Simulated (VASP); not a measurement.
# ScPt (Pm-3m) in VASP: further runs

ScPt is run at these levels: LDA; tasks: single point.

All numbers are computed with VASP 6.6.1; they aren't measurements. Logs are shortened: lines on timing, memory, paths and dates and some standing lists are left out, and cuts for length are marked.

## (1) The cell of the first run

Symmetry: Pm-3m, No. 221, cubic system. Conventional cell: a = 3.230 Å, b = 3.230 Å, c = 3.230 Å, α = 90.00°, β = 90.00°, γ = 90.00°. Sc (site symmetry m-3m) has 8 Pt at 2.80 Å and 6 Sc at 3.23 Å within 3.7 Å. Within 3.7 Å of Pt (site symmetry m-3m) lie 8 Sc at 2.80 Å and 6 Pt at 3.23 Å.

## (2) Single point, LDA

INCAR

```
PREC     = Accurate       # precision mode
ENCUT    = 520            # plane-wave cutoff, eV
EDIFF    = 1E-6           # SCF threshold, eV
ISMEAR   = -1             # smearing method
SIGMA    = 0.08           # smearing width, eV
LREAL    = False          # projectors in reciprocal space
LASPH    = True           # aspherical terms in the spheres
NELM     = 80             # most SCF steps
ALGO     = Normal         # electronic algorithm
ISIF     = 2              # what is computed and relaxed
LWAVE    = False          # write WAVECAR
LCHARG   = True           # write CHGCAR
LELF     = True           # ELF
LVHAR    = True         
NBANDS   = 18             # bands
```

KPOINTS

```
Automatic mesh
0
Gamma
  12 12 12
```

POSCAR

```
ScPt
1.0
    3.2299879125      0.0000000000      0.0000000000
    0.0000000000      3.2299879125      0.0000000000
    0.0000000000      0.0000000000      3.2299879125
Sc Pt
1 1
Direct
    0.5000000000      0.5000000000      0.5000000000
    0.0000000000      0.0000000000      0.0000000000
```

Potentials or basis: VASP PAW LDA potentials, release 64 (Sc_sv, Pt).

Started as:

```bash
$ cat potpaw_LDA.64/Sc_sv/POTCAR potpaw_LDA.64/Pt/POTCAR > POTCAR
$ mpirun -np 1 vasp_std > vasp.out
```

OUTCAR:

```text
PREC = Accurate
   ENCUT = 520
   EDIFF = 1E-6
   ISMEAR = -1
   LREAL = False
   LASPH = True
   NELM = 80
   ISIF = 2

 ion  position               nearest neighbor table
   1  0.500  0.500  0.500-   2 2.80   2 2.80   2 2.80   2 2.80   2 2.80   2 2.80   2 2.80   2 2.80

   2  0.000  0.000  0.000-   1 2.80   1 2.80   1 2.80   1 2.80   1 2.80   1 2.80   1 2.80   1 2.80

  LATTYP: Found a simple cubic cell.
 ALAT       =     3.2299879125

  Lattice vectors:

 A1 = (   3.2299879125,   0.0000000000,   0.0000000000)
 A2 = (   0.0000000000,   3.2299879125,   0.0000000000)
 A3 = (   0.0000000000,   0.0000000000,   3.2299879125)

Analysis of symmetry for initial positions (statically):
=====================================================================
 Subroutine PRICEL returns:
 Original cell was already a primitive cell.

 Routine SETGRP: Setting up the symmetry group for a
 simple cubic supercell.

 Subroutine GETGRP returns: Found 48 space group operations
 (whereof 48 operations were pure point group operations)
 out of a pool of 48 trial point group operations.

The static configuration has the point symmetry O_h .

Analysis of symmetry for dynamics (positions and initial velocities):
=====================================================================
 Subroutine PRICEL returns:
 Original cell was already a primitive cell.

 Routine SETGRP: Setting up the symmetry group for a
 simple cubic supercell.

 Subroutine GETGRP returns: Found 48 space group operations
 (whereof 48 operations were pure point group operations)
 out of a pool of 48 trial point group operations.

The dynamic configuration has the point symmetry O_h .

 Subroutine INISYM returns: Found 48 space group operations
 (whereof 48 operations are pure point group operations),
 and found     1 'primitive' translations

----------------------------------------------------------------------------------------

                                     Primitive cell

  volume of cell :      33.6979

  direct lattice vectors                    reciprocal lattice vectors
     3.229987912  0.000000000  0.000000000     0.309598682  0.000000000  0.000000000
     0.000000000  3.229987912  0.000000000     0.000000000  0.309598682  0.000000000
     0.000000000  0.000000000  3.229987912     0.000000000  0.000000000  0.309598682

  length of vectors
     3.229987912  3.229987912  3.229987912     0.309598682  0.309598682  0.309598682

  position of ions in fractional coordinates (direct lattice)
     0.500000000  0.500000000  0.500000000
     0.000000000  0.000000000  0.000000000

  ion indices of the primitive-cell ions
   primitive index   ion index
                 1           1
                 2           2

----------------------------------------------------------------------------------------

 KPOINTS: Automatic mesh

Automatic generation of k-mesh.
 Grid dimensions read from file:
 generate k-points for:   12   12   12

 Generating k-lattice:

  Cartesian coordinates                     Fractional coordinates (reciprocal lattice)
     0.025799890  0.000000000  0.000000000     0.083333333  0.000000000  0.000000000
     0.000000000  0.025799890  0.000000000     0.000000000  0.083333333  0.000000000
     0.000000000  0.000000000  0.025799890     0.000000000  0.000000000  0.083333333

  Length of vectors
     0.025799890  0.025799890  0.025799890

  Shift w.r.t. Gamma in fractional coordinates (k-lattice)
     0.000000000  0.000000000  0.000000000

 Subroutine IBZKPT returns following result:
 ===========================================

 Found     84 irreducible k-points:

 Following reciprocal coordinates:
            Coordinates               Weight
  0.000000  0.000000  0.000000      1.000000
  0.083333  0.000000  0.000000      6.000000
  0.166667  0.000000  0.000000      6.000000
  0.250000  0.000000  0.000000      6.000000
  0.333333  0.000000  0.000000      6.000000
  0.416667  0.000000  0.000000      6.000000
[... 16 lines left out ...]
  0.333333  0.333333  0.000000     12.000000
  0.416667  0.333333  0.000000     24.000000
 [... further k-points ...]
   k-points           NKPTS =     84   k-points in BZ     NKDIM =     84   number of bands    NBANDS=     18
   number of dos      NEDOS =    301   number of ions     NIONS =      2
   total plane-waves  NPLWV =  13824
   dimension x,y,z NGX =    24 NGY =   24 NGZ =   24
   dimension x,y,z NGXF=    48 NGYF=   48 NGZF=   48
   ions per type =               1   1
   NGX,Y,Z   is equivalent  to a cutoff of  12.35, 12.35, 12.35 a.u.
   NGXF,Y,Z  is equivalent  to a cutoff of  24.71, 24.71, 24.71 a.u.
 SYSTEM =  unknown system
   PREC   = accura    normal or accurate (medium, high low for compatibility)
   ISTART =      0    job   : 0-new  1-cont  2-samecut
   ICHARG =      2    charge: 1-file 2-atom 10-const
   ISPIN  =      1    spin polarized calculation?
   LNONCOLLINEAR =      F non collinear calculations
   LSORBIT =      F    spin-orbit coupling
   LASPH  =      T    aspherical Exc in radial PAW
   ENCUT  =  520.0 eV  38.22 Ry    6.18 a.u.   6.01  6.01  6.01*2*pi/ulx,y,z
   NELM   =     80;   NELMIN=  2; NELMDL= -5     # of ELM steps
   EDIFF  = 0.1E-05   stopping-criterion for ELM
   LREAL  =      F    real-space projection
   EDIFFG = 0.1E-04   stopping-criterion for IOM
   NSW    =      0    number of steps for IOM
   IBRION =     -1    ionic relax: 0-MD 1-quasi-New 2-CG
   NFREE  =      0    steps in history (QN), initial steepest desc. (CG)
   ISIF   =      2    stress and relaxation
   ISYM   =      2    0-nonsym 1-usesym 2-fastsym
   POTIM  = 0.5000    time-step for ionic-motion
   TEBEG  =    0.0;   TEEND  =   0.0 temperature during run
   PSTRESS=    0.0 pullay stress
   NELECT =      21.0000    total number of electrons
   NUPDOWN=      -1.0000    fix difference up-down
   EMIN   =  10.00;   EMAX   =-10.00  energy-range for DOS
   EFERMI =   0.00;   METHOD = LEGACY
   ISMEAR =    -1;   SIGMA  =   0.08  broadening in eV -4-tet -1-fermi 0-gaus
   EFERMI_NEDOS =   21; number of points for ismear=-14 and -15
   IALGO  =     38    algorithm
   IMIX   =      4    mixing-type and parameters
     AMIX     =   0.40;   BMIX     =  1.00
     AMIX_MAG =   1.60;   BMIX_MAG =  1.00
  volume/ion in A,a.u.               =      16.85       113.70
  Fermi-wavevector in a.u.,A,eV,Ry     =   1.398343  2.642485 26.604329  1.955363
  Thomas-Fermi vector in A             =   2.521510
   LORBIT       =      0    0 simple, 1 ext, 2 COOP (PROOUT), +10 PAW based schemes
   GGA     = CA    functional components
   LHFCALC =     F    Hartree Fock is set to
   AEXX    =    0.0000 exact exchange contribution
   IVDW    =     0    specifies the selected vdW correction
   LEPSILON=     F    determine dielectric tensor
   LRPA    =     F    only Hartree local field effects (RPA)
 non-spin polarized calculation
  energy-cutoff  :      520.00
  volume of cell :       33.70
 maximum number of plane-waves:       931
   NGX = 13   NGY = 13   NGZ = 13

 number of electron      21.0000002 magnetization

 Free energy of the ion-electron system (eV)
  ---------------------------------------------------
  ext. energy  EPLUGINS =         0.00000000
  ---------------------------------------------------
  free energy    TOTEN  =       -16.68833070 eV

  energy without entropy =      -16.65658671  energy(sigma->0) =      -16.67245871

 E-fermi :   8.2795     XC(G=0): -12.4321

 val. band max:        8.2776764330   @ k =   0.4167   0.2500   0.2500
 cond. band min:       8.2880187495   @ k =   0.4167   0.3333   0.2500
 fundamental gap:      0.0103423166
 Fermi energy:         8.2794529908

 k-point     1 :       0.0000    0.0000    0.0000
  band No.  band energies     occupation
      1     -40.8091      2.00000
      2     -19.6802      2.00000
      3     -19.6802      2.00000
      4     -19.6802      2.00000
      5       0.0057      2.00000
      6       2.8050      2.00000
[... 10 lines left out ...]
     17      15.8091      0.00000
     18      15.8091      0.00000

 k-point     2 :       0.0833    0.0000    0.0000
  band No.  band energies     occupation
      1     -40.8072      2.00000
      2     -19.7000      2.00000
      3     -19.6793      2.00000
      4     -19.6793      2.00000
      5       0.1388      2.00000
      6       2.8531      2.00000
[... 10 lines left out ...]
     17      16.2569      0.00000
     18      16.2569      0.00000

 k-point     3 :       0.1667    0.0000    0.0000
  band No.  band energies     occupation
      1     -40.8019      2.00000
      2     -19.7536      2.00000
      3     -19.6769      2.00000
      4     -19.6769      2.00000
      5       0.5235      2.00000
      6       2.9910      2.00000
[... 10 lines left out ...]
     17      17.3378      0.00000
     18      17.3378      0.00000

 k-point     4 :       0.2500    0.0000    0.0000
  band No.  band energies     occupation
      1     -40.7948      2.00000
      2     -19.8260      2.00000
      3     -19.6735      2.00000
      4     -19.6735      2.00000
      5       1.1095      2.00000
      6       3.1975      2.00000
[... 375 lines left out ...]
      4     -19.6515      2.00000
      5       2.7168      2.00000
      6       3.4057      2.00000
[... 10 lines left out ...]
     17      17.5360      0.00000
     18      19.7063      0.00000

 k-point    23 :       0.3333    0.3333    0.0000
  band No.  band energies     occupation
      1     -40.7695      2.00000
      2     -19.8693      2.00000
      3     -19.8523      2.00000
      4     -19.6504      2.00000
      5       2.4751      2.00000
      6       3.3301      2.00000
[... 10 lines left out ...]
     17      15.9332      0.00000
     18      20.0445      0.00000

 k-point    24 :       0.4167    0.3333    0.0000
  band No.  band energies     occupation
      1     -40.7650      2.00000
      2     -19.9068      2.00000
      3     -19.8514      2.00000
      4     -19.6456      2.00000
      5       2.5830      2.00000
      6       3.1436      2.00000
[... 10 lines left out ...]
     17      16.1087      0.00000
     18      19.0937      0.00000

 [... further k-points ...]

------------------------ aborting loop because EDIFF is reached ----------------------------------------

  FORCE on cell =-STRESS in cart. coord.  units (eV):
  Direction    XX          YY          ZZ          XY          YZ          ZX
  --------------------------------------------------------------------------------------
  -------------------------------------------------------------------------------------
  Total        0.1540316      0.1540316      0.1540316     -0.0000000     -0.0000000     -0.0000000
  in kB        7.3234846      7.3234846      7.3234846     -0.0000000     -0.0000000     -0.0000000
  external PRESSURE =       7.3234846 kB  Pullay stress =       0.0000000 kB

 VOLUME and BASIS-vectors are now :
 -----------------------------------------------------------------------------
  energy-cutoff  :      520.00
  volume of cell :       33.70
      direct lattice vectors                 reciprocal lattice vectors
     3.229987912  0.000000000  0.000000000     0.309598682  0.000000000  0.000000000
     0.000000000  3.229987912  0.000000000     0.000000000  0.309598682  0.000000000
     0.000000000  0.000000000  3.229987912     0.000000000  0.000000000  0.309598682

 POSITION                                       TOTAL-FORCE (eV/Angst)
 -----------------------------------------------------------------------------------
      1.61499      1.61499      1.61499         0.000000      0.000000      0.000000
      0.00000      0.00000      0.00000         0.000000      0.000000      0.000000
 -----------------------------------------------------------------------------------
    total drift:                                0.000000      0.000000     -0.000000

  FREE ENERGIE OF THE ION-ELECTRON SYSTEM (eV)
  ---------------------------------------------------
  free  energy   TOTEN  =       -16.6883307016 eV

  energy  without entropy=      -16.6565867150  energy(sigma->0) =      -16.67245871
```

Run time: 27 s. Hardware: 1 thread of AMD EPYC 9R45 (Zen 5), shared host; peak memory 0.14 GiB.

Results:

```yaml
Free_energy: -16.6883 eV
Pressure: 0.7 GPa
Band_gap_on_the_k_mesh: zero (an odd number of electrons rules out a gap without spin polarisation)
```

Caveat: spin-orbit coupling is left out, which moves the levels of the heavy elements.

## (3) Single point, LDA

INCAR

```
ALGO = Normal
EDIFF = 1E-6
ENCUT = 520
GGA = CA
ISIF = 2
ISMEAR = -1
LASPH = T
LCHARG = F
LREAL = F
LWAVE = F
NBANDS = 18
NELM = 60
PREC = Accurate
SIGMA = 0.08
```

KPOINTS

```
k-points
0
Gamma
  12 12 12
```

POSCAR is that of step 2.

Potentials or basis: VASP PAW LDA potentials, release 64 (Sc_sv, Pt).

Started as:

```bash
$ cat potpaw_LDA.64/Sc_sv/POTCAR potpaw_LDA.64/Pt/POTCAR > POTCAR
$ mpirun -np 1 vasp_std > vasp.out
```

It took 25 s on 1 thread of AMD EPYC 9R45 (Zen 5), shared host; peak memory 0.14 GiB.

The run converged. Its results:

| Item | Value |
| --- | --- |
| Free energy | -16.6883 eV |
| Pressure | 0.7 GPa |
| Band gap on the k mesh | zero (an odd number of electrons rules out a gap without spin polarisation) |

Levels at points of the mesh, in eV from the Fermi level:
```tsv
k point	band 8	band 9	band 10	band 11	band 12	band 13
(0.00, 0.00, 0.00)	-2.94	-2.94	-2.94	1.50	1.50	3.63
(0.50, 0.00, 0.00)	-3.33	-3.33	-2.50	-0.85	-0.20	1.20
(0.50, 0.50, 0.00)	-4.05	-1.61	-0.79	0.39	0.39	2.04
(0.50, 0.50, 0.50)	-1.55	-1.55	-1.49	-1.49	-1.49	3.29
```

Caveat: spin-orbit coupling is left out, which moves the levels of the heavy elements.

## (4) Single point, LDA, non-collinear spin, zero start, spin-orbit coupling

INCAR

```
  PREC = Accurate
  ENCUT = 520
  EDIFF = 1E-6
  ISMEAR = -1
  SIGMA = 0.08
  LREAL = False
  LASPH = True
  NELM = 150
  ALGO = Normal
  ISIF = 2
  LWAVE = False
  LCHARG = True
  MAGMOM = 0 0 0 0 0 0
  LORBIT = 11
  LSORBIT = True
  GGA_COMPAT = False
  LORBMOM = True
  LMAXMIX = 4
  LVHAR = True
  NBANDS = 33
```

KPOINTS

```
Automatic mesh
0
Gamma
  12 12 12
```

POSCAR is that of step 3.

Started as:

```bash
$ cat potpaw_LDA.64/Sc_sv/POTCAR potpaw_LDA.64/Pt/POTCAR > POTCAR
$ mpirun -np 1 vasp_ncl > vasp.out
```

Run time: 1.9 min. Hardware: 1 thread of AMD EPYC 9R45 (Zen 5), shared host; peak memory 0.24 GiB.

Results (log left out):

- Free energy: -17.0337 eV
- Pressure: 0.5 GPa
- Net moment: 0.00 μB per cell
- Valence electrons inside the program's atomic spheres: Sc 9.56; Pt 9.41

Moments on the atoms (μB; x, y, z):
```
Sc  0.00 0.00 0.00
Pt  0.00 0.00 0.00
```

(Continued in part 2 of 2.)
